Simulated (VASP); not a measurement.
Set up this calculation in VASP 6.6.1, as the native input.

```yaml
Task: single point
Functional: PBEsol
Potentials_or_basis: VASP PAW PBE potentials, release 64 (Cd, O)
Cutoff: 600 eV
k_mesh: 7 × 7 × 7
Occupations: fermi-dirac, width 0.02 eV
Spin: no spin polarisation
Dipole_correction: no
Further_INCAR_settings: ALGO = Normal; EDIFF = 1e-06; NBANDS = 16
```

The structure of CdO (Monteponite) lies in POSCAR:

```
CdO
1.0
    0.0000000000      2.3454375676      2.3454375676
    2.3454375676      0.0000000000      2.3454375676
    2.3454375676      2.3454375676      0.0000000000
Cd O
1 1
Direct
    0.0000000000      0.0000000000      0.0000000000
    0.5000000000      0.5000000000      0.5000000000
```

These files were run (other wordings do the same):

INCAR

```
ALGO     = Normal         # electronic algorithm
EDIFF    = 1E-6           # SCF threshold, eV
ENCUT    = 600            # plane-wave cutoff, eV
GGA      = PS             # functional
GGA_COMPAT= False        
ISIF     = 2              # what is computed and relaxed
ISMEAR   = -1             # smearing method
LASPH    = True           # aspherical terms in the spheres
LCHARG   = False          # write CHGCAR
LREAL    = False          # projectors in reciprocal space
LWAVE    = False          # write WAVECAR
NBANDS   = 16             # bands
NELM     = 120            # most SCF steps
PREC     = Accurate       # precision mode
SIGMA    = 0.02           # smearing width, eV
```

KPOINTS

```
k-points
0
Gamma
  7 7 7
```

Potentials or basis: VASP PAW PBE potentials, release 64 (Cd, O).

Run with:

```bash
$ cat potpaw_PBE.64/Cd/POTCAR potpaw_PBE.64/O/POTCAR > POTCAR
$ mpirun -np 1 vasp_std > vasp.out
```

Results of the run:

```
Pressure               : 1.3 GPa
Band gap on the k mesh : zero (band 9 reaches 1.87 eV, above the bottom of band 10 at 1.41 eV)
```

Caveat: the PAW data sets were made with another functional, which shifts forces and pressure a little.

Run time: 12 s on 1 thread of Intel(R) Xeon(R) Platinum 8259CL CPU @ 2.50GHz (Skylake/Cascade Lake) (shared host), peak memory 0.15 GiB.
